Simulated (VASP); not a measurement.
Input of a VASP 6.6.1 run:

INCAR

```
  PREC = Accurate
  ENCUT = 600
  EDIFF = 1E-7
  ISMEAR = -1
  SIGMA = 0.1
  LREAL = False
  LASPH = True
  NELM = 60
  ALGO = Normal
  ISIF = 3
  LWAVE = False
  LCHARG = False
  GGA = B5
  ALDAX = 1.0
  AGGAX = 1.0
  AGGAC = 1.0
  ALDAC = 0.0
  IBRION = 2
  NSW = 80
  EDIFFG = -0.01
```

The input KPOINTS:

```
regular mesh
0
Gamma
  14 14 14
```

The input POSCAR:

```
Pd
1.0
   -1.5436681530      1.5436681530      1.5436681530
    1.5436681530     -1.5436681530      1.5436681530
    1.5436681530      1.5436681530     -1.5436681530
Pd
1
Direct
    0.0000000000      0.0000000000      0.0000000000
```

Potentials or basis: VASP PAW PBE potentials, release 64 (Pd).

The run is started by

```console
$ cat potpaw_PBE.64/Pd/POTCAR > POTCAR
$ mpirun -np 1 vasp_std > vasp.out
```

Q: Predict the band gap on the k mesh.

A: Zero (band 5 reaches 8.98 eV, above the bottom of band 6 at 7.58 eV).

Q: Estimate the relaxed cell.

A: a = 2.779 Å, b = 2.779 Å, c = 2.779 Å, α = 109.47°, β = 109.47°, γ = 109.47°.

Q: What does it give for the relaxed volume?

A: 16.52 Å³/atom.

Final structure:
```
Pd
1.0
    -1.60456    1.60456    1.60456
     1.60456   -1.60456    1.60456
     1.60456    1.60456   -1.60456
Pd
1
Direct
  0.00000 0.00000 0.00000
```

Caveat: the PAW data sets were made with another functional, which shifts forces and pressure a little.
